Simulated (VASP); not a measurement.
# Zn2CdSe3 (P6/mmm) in VASP: single point with PBE

Aim: the single point of Zn2CdSe3 with PBE.

All numbers are computed with VASP 6.6.1; they aren't measurements. Logs are shortened: lines on timing, memory, paths and dates and some standing lists are left out, and cuts for length are marked.

## 1. The cell of the first run

It takes space group P6/mmm (No. 191, hexagonal). The conventional cell has a = 7.560 Å, b = 7.560 Å, c = 3.025 Å, α = 90.00°, β = 90.00°, γ = 120.00°. Zn (site symmetry -6m2) has 6 Se at 2.66 Å and 2 Zn at 3.03 Å within 3.5 Å. Within 4.1 Å of Cd (site symmetry 6/mmm) lie 2 Cd at 3.03 Å and 12 Se at 4.07 Å. Se (site symmetry mmm) has 4 Zn at 2.66 Å and 2 Se at 3.03 Å within 3.5 Å.

## 2. Single point, PBE

INCAR

```
SYSTEM = Zn2CdSe3
  ALGO = Normal
  EDIFF = 1E-7
  ENCUT = 520
  GGA = PE
  ISIF = 2
  ISMEAR = 0
  LASPH = .TRUE.
  LCHARG = .FALSE.
  LREAL = .FALSE.
  LWAVE = .FALSE.
  NBANDS = 36
  NELM = 80
  PREC = Accurate
  SIGMA = 0.1
```

KPOINTS

```
k-points
0
G
  6 6 12
  0 0 0
```

POSCAR

```
Zn2CdSe3
1.0
    7.5603139069      0.0000000000      0.0000000000
   -3.7801569534      6.5474239040      0.0000000000
    0.0000000000      0.0000000000      3.0251454634
Zn Cd Se
2 1 3
Direct
    0.6666666667      0.3333333333      0.5000000000
    0.3333333333      0.6666666667      0.5000000000
    0.0000000000      0.0000000000      0.5000000000
    0.0000000000      0.5000000000      0.0000000000
    0.5000000000      0.5000000000      0.0000000000
    0.5000000000      0.0000000000      0.0000000000
```

Potentials or basis: VASP PAW PBE potentials, release 64 (Zn, Cd, Se).

Launch:

```bash
> cat potpaw_PBE.64/Zn/POTCAR potpaw_PBE.64/Cd/POTCAR potpaw_PBE.64/Se/POTCAR > POTCAR
> mpirun -np 1 vasp_std > vasp.out
```

OUTCAR:

```text
SYSTEM = Zn2CdSe3
   EDIFF = 1E-7
   ENCUT = 520
   GGA = PE
   ISIF = 2
   ISMEAR = 0
   LASPH = .TRUE.
   LREAL = .FALSE.
   NELM = 80
   PREC = Accurate

 ion  position               nearest neighbor table
   1  0.667  0.333  0.500-   4 2.66   4 2.66   6 2.66   6 2.66   5 2.66   5 2.66
   2  0.333  0.667  0.500-   4 2.66   4 2.66   6 2.66   6 2.66   5 2.66   5 2.66
   3  0.000  0.000  0.500-
   4  0.000  0.500  0.000-   1 2.66   2 2.66   1 2.66   2 2.66
   5  0.500  0.500  0.000-   1 2.66   2 2.66   1 2.66   2 2.66
   6  0.500  0.000  0.000-   1 2.66   2 2.66   1 2.66   2 2.66

  LATTYP: Found a hexagonal cell.
 ALAT       =     7.5603139069
 C/A-ratio  =     0.4001349019

  Lattice vectors:

 A1 = (   7.5603139069,   0.0000000000,   0.0000000000)
 A2 = (  -3.7801569534,   6.5474239040,   0.0000000000)
 A3 = (   0.0000000000,   0.0000000000,   3.0251454634)

Analysis of symmetry for initial positions (statically):
=====================================================================
 Subroutine PRICEL returns:
 Original cell was already a primitive cell.

 Routine SETGRP: Setting up the symmetry group for a
 hexagonal supercell.

 Subroutine GETGRP returns: Found 24 space group operations
 (whereof 24 operations were pure point group operations)
 out of a pool of 24 trial point group operations.

The static configuration has the point symmetry D_6h.

Analysis of symmetry for dynamics (positions and initial velocities):
=====================================================================
 Subroutine PRICEL returns:
 Original cell was already a primitive cell.

 Routine SETGRP: Setting up the symmetry group for a
 hexagonal supercell.

 Subroutine GETGRP returns: Found 24 space group operations
 (whereof 24 operations were pure point group operations)
 out of a pool of 24 trial point group operations.

The dynamic configuration has the point symmetry D_6h.

 Subroutine INISYM returns: Found 24 space group operations
 (whereof 24 operations are pure point group operations),
 and found     1 'primitive' translations

----------------------------------------------------------------------------------------

                                     Primitive cell

  volume of cell :     149.7465

  direct lattice vectors                    reciprocal lattice vectors
     7.560313907  0.000000000  0.000000000     0.132269640  0.076365912  0.000000000
    -3.780156953  6.547423904  0.000000000     0.000000000  0.152731825  0.000000000
     0.000000000  0.000000000  3.025145463     0.000000000  0.000000000  0.330562617

  length of vectors
     7.560313907  7.560313907  3.025145463     0.152731825  0.152731825  0.330562617

  position of ions in fractional coordinates (direct lattice)
     0.666666667  0.333333333  0.500000000
     0.333333333  0.666666667  0.500000000
     0.000000000  0.000000000  0.500000000
     0.000000000  0.500000000  0.000000000
     0.500000000  0.500000000  0.000000000
     0.500000000  0.000000000  0.000000000

  ion indices of the primitive-cell ions
   primitive index   ion index
                 1           1
                 2           2
                 3           3
                 4           4
                 5           5
                 6           6

----------------------------------------------------------------------------------------

 KPOINTS: k-points

Automatic generation of k-mesh.
 Grid dimensions read from file:
 generate k-points for:    6    6   12

 Generating k-lattice:

  Cartesian coordinates                     Fractional coordinates (reciprocal lattice)
     0.022044940  0.012727652  0.000000000     0.166666667  0.000000000  0.000000000
     0.000000000  0.025455304  0.000000000     0.000000000  0.166666667  0.000000000
     0.000000000  0.000000000  0.027546885     0.000000000  0.000000000  0.083333333

  Length of vectors
     0.025455304  0.025455304  0.027546885

  Shift w.r.t. Gamma in fractional coordinates (k-lattice)
     0.000000000  0.000000000  0.000000000

 Subroutine IBZKPT returns following result:
 ===========================================

 Found     49 irreducible k-points:

 Following reciprocal coordinates:
            Coordinates               Weight
  0.000000  0.000000  0.000000      1.000000
  0.166667  0.000000  0.000000      6.000000
  0.333333  0.000000  0.000000      6.000000
  0.500000  0.000000  0.000000      3.000000
  0.166667  0.166667  0.000000      6.000000
  0.333333  0.166667  0.000000     12.000000
[... 16 lines left out ...]
  0.166667  0.000000  0.250000     12.000000
  0.333333  0.000000  0.250000     12.000000
 [... further k-points ...]
   k-points           NKPTS =     49   k-points in BZ     NKDIM =     49   number of bands    NBANDS=     36
   number of dos      NEDOS =    301   number of ions     NIONS =      6
   total plane-waves  NPLWV =  75264
   dimension x,y,z NGX =    56 NGY =   56 NGZ =   24
   dimension x,y,z NGXF=   112 NGYF=  112 NGZF=   48
   ions per type =               2   1   3
   NGX,Y,Z   is equivalent  to a cutoff of  12.31, 12.31, 13.19 a.u.
   NGXF,Y,Z  is equivalent  to a cutoff of  24.63, 24.63, 26.38 a.u.
 SYSTEM =  Zn2CdSe3
   PREC   = accura    normal or accurate (medium, high low for compatibility)
   ISTART =      0    job   : 0-new  1-cont  2-samecut
   ICHARG =      2    charge: 1-file 2-atom 10-const
   ISPIN  =      1    spin polarized calculation?
   LNONCOLLINEAR =      F non collinear calculations
   LSORBIT =      F    spin-orbit coupling
   LASPH  =      T    aspherical Exc in radial PAW
   ENCUT  =  520.0 eV  38.22 Ry    6.18 a.u.  14.06 14.06  5.62*2*pi/ulx,y,z
   NELM   =     80;   NELMIN=  2; NELMDL= -5     # of ELM steps
   EDIFF  = 0.1E-06   stopping-criterion for ELM
   LREAL  =      F    real-space projection
   EDIFFG = 0.1E-05   stopping-criterion for IOM
   NSW    =      0    number of steps for IOM
   IBRION =     -1    ionic relax: 0-MD 1-quasi-New 2-CG
   NFREE  =      0    steps in history (QN), initial steepest desc. (CG)
   ISIF   =      2    stress and relaxation
   ISYM   =      2    0-nonsym 1-usesym 2-fastsym
   POTIM  = 0.5000    time-step for ionic-motion
   TEBEG  =    0.0;   TEEND  =   0.0 temperature during run
   PSTRESS=    0.0 pullay stress
   NELECT =      54.0000    total number of electrons
   NUPDOWN=      -1.0000    fix difference up-down
   EMIN   =  10.00;   EMAX   =-10.00  energy-range for DOS
   EFERMI =   0.00;   METHOD = LEGACY
   ISMEAR =     0;   SIGMA  =   0.10  broadening in eV -4-tet -1-fermi 0-gaus
   EFERMI_NEDOS =   21; number of points for ismear=-14 and -15
   IALGO  =     38    algorithm
   IMIX   =      4    mixing-type and parameters
     AMIX     =   0.40;   BMIX     =  1.00
     AMIX_MAG =   1.60;   BMIX_MAG =  1.00
  volume/ion in A,a.u.               =      24.96       168.42
  Fermi-wavevector in a.u.,A,eV,Ry     =   1.165254  2.202011 18.474217  1.357817
  Thomas-Fermi vector in A             =   2.301782
   LORBIT       =      0    0 simple, 1 ext, 2 COOP (PROOUT), +10 PAW based schemes
   GGA     = PE    functional components
   LHFCALC =     F    Hartree Fock is set to
   AEXX    =    0.0000 exact exchange contribution
   IVDW    =     0    specifies the selected vdW correction
   LEPSILON=     F    determine dielectric tensor
   LRPA    =     F    only Hartree local field effects (RPA)
 non-spin polarized calculation
 Gauss-broadening in eV      SIGMA  =   0.10
  energy-cutoff  :      520.00
  volume of cell :      149.75
 maximum number of plane-waves:      4074
   NGX = 29   NGY = 29   NGZ = 11

 number of electron      53.9999993 magnetization

 Free energy of the ion-electron system (eV)
  ---------------------------------------------------
  ext. energy  EPLUGINS =         0.00000000
  ---------------------------------------------------
  free energy    TOTEN  =       -13.39106954 eV

  energy without entropy =      -13.37681098  energy(sigma->0) =      -13.38394026

 E-fermi :   1.7002     XC(G=0):  -9.2710

 val. band max:        1.6887757255   @ k =   0.1667   0.1667   0.5000
 cond. band min:       1.7103273711   @ k =   0.3333   0.1667   0.5000
 fundamental gap:      0.0215516456
 Fermi energy:         1.7002141597

 k-point     1 :       0.0000    0.0000    0.0000
  band No.  band energies     occupation
      1     -12.2033      2.00000
      2     -11.3854      2.00000
      3     -11.3854      2.00000
      4      -6.7745      2.00000
      5      -6.1795      2.00000
      6      -6.1795      2.00000
[... 28 lines left out ...]
     35       9.0230      0.00000
     36       9.8654      0.00000

 k-point     2 :       0.1667    0.0000    0.0000
  band No.  band energies     occupation
      1     -12.1637      2.00000
      2     -11.4464      2.00000
      3     -11.3858      2.00000
      4      -6.7745      2.00000
      5      -6.1823      2.00000
      6      -6.1815      2.00000
[... 28 lines left out ...]
     35       9.4214      0.00000
     36       9.9645      0.00000

 k-point     3 :       0.3333    0.0000    0.0000
  band No.  band energies     occupation
      1     -12.0576      2.00000
      2     -11.5941      2.00000
      3     -11.3867      2.00000
      4      -6.7745      2.00000
      5      -6.1878      2.00000
      6      -6.1837      2.00000
[... 28 lines left out ...]
     35       9.4542      0.00000
     36       9.7588      0.00000

 k-point     4 :       0.5000    0.0000    0.0000
  band No.  band energies     occupation
      1     -11.9675      2.00000
      2     -11.7043      2.00000
      3     -11.3872      2.00000
      4      -6.7745      2.00000
      5      -6.1906      2.00000
      6      -6.1846      2.00000
[... 28 lines left out ...]
     35       9.0086      0.00000
     36       9.0621      0.00000

 k-point     5 :       0.1667    0.1667    0.0000
  band No.  band energies     occupation
      1     -12.0894      2.00000
      2     -11.5516      2.00000
      3     -11.3869      2.00000
      4      -6.7745      2.00000
      5      -6.1861      2.00000
      6      -6.1835      2.00000
[... 655 lines left out ...]
 k-point    22 :       0.0000    0.0000    0.2500
  band No.  band energies     occupation
      1     -11.4636      2.00000
      2     -10.7528      2.00000
      3     -10.7528      2.00000
      4      -6.2539      2.00000
      5      -6.1747      2.00000
      6      -6.1747      2.00000
[... 28 lines left out ...]
     35       8.6512      0.00000
     36       8.6512      0.00000

 k-point    23 :       0.1667    0.0000    0.2500
  band No.  band energies     occupation
      1     -11.4281      2.00000
      2     -10.8037      2.00000
      3     -10.7534      2.00000
      4      -6.2539      2.00000
      5      -6.1743      2.00000
      6      -6.1735      2.00000
[... 28 lines left out ...]
     35       8.1150      0.00000
     36       8.6967      0.00000

 k-point    24 :       0.3333    0.0000    0.2500
  band No.  band energies     occupation
      1     -11.3332      2.00000
      2     -10.9284      2.00000
      3     -10.7545      2.00000
      4      -6.2540      2.00000
      5      -6.1732      2.00000
      6      -6.1709      2.00000
[... 28 lines left out ...]
     35       7.9241      0.00000
     36       8.7104      0.00000

 [... further k-points ...]

------------------------ aborting loop because EDIFF is reached ----------------------------------------

  FORCE on cell =-STRESS in cart. coord.  units (eV):
  Direction    XX          YY          ZZ          XY          YZ          ZX
  --------------------------------------------------------------------------------------
  -------------------------------------------------------------------------------------
  Total        0.1052515      0.1052515      0.1251659      0.0000000      0.0000000      0.0000000
  in kB        1.1261143      1.1261143      1.3391839      0.0000000      0.0000000      0.0000000
  external PRESSURE =       1.1971375 kB  Pullay stress =       0.0000000 kB

 VOLUME and BASIS-vectors are now :
 -----------------------------------------------------------------------------
  energy-cutoff  :      520.00
  volume of cell :      149.75
      direct lattice vectors                 reciprocal lattice vectors
     7.560313907  0.000000000  0.000000000     0.132269640  0.076365912  0.000000000
    -3.780156953  6.547423904  0.000000000     0.000000000  0.152731825  0.000000000
     0.000000000  0.000000000  3.025145463     0.000000000  0.000000000  0.330562617

 POSITION                                       TOTAL-FORCE (eV/Angst)
 -----------------------------------------------------------------------------------
      3.78016      2.18247      1.51257         0.000000      0.000000      0.000000
     -0.00000      4.36495      1.51257        -0.000000     -0.000000      0.000000
      0.00000      0.00000      1.51257         0.000000      0.000000      0.000000
     -1.89008      3.27371      0.00000         0.000000      0.000000      0.000000
      1.89008      3.27371      0.00000         0.000000      0.000000      0.000000
      3.78016      0.00000      0.00000         0.000000      0.000000      0.000000
 -----------------------------------------------------------------------------------
    total drift:                                0.000000     -0.000000      0.000000

  FREE ENERGIE OF THE ION-ELECTRON SYSTEM (eV)
  ---------------------------------------------------
  free  energy   TOTEN  =       -13.3910695415 eV

  energy  without entropy=      -13.3768109827  energy(sigma->0) =      -13.38394026
```

Wall time 3.2 min (1 thread of AMD EPYC 7R13 (Zen 3), shared host); peak memory 0.38 GiB.

What came out:

- Free energy: -13.3911 eV
- Pressure: 0.1 GPa
- Band gap on the k mesh: zero (bands 27 and 28 overlap by 2.53 eV)
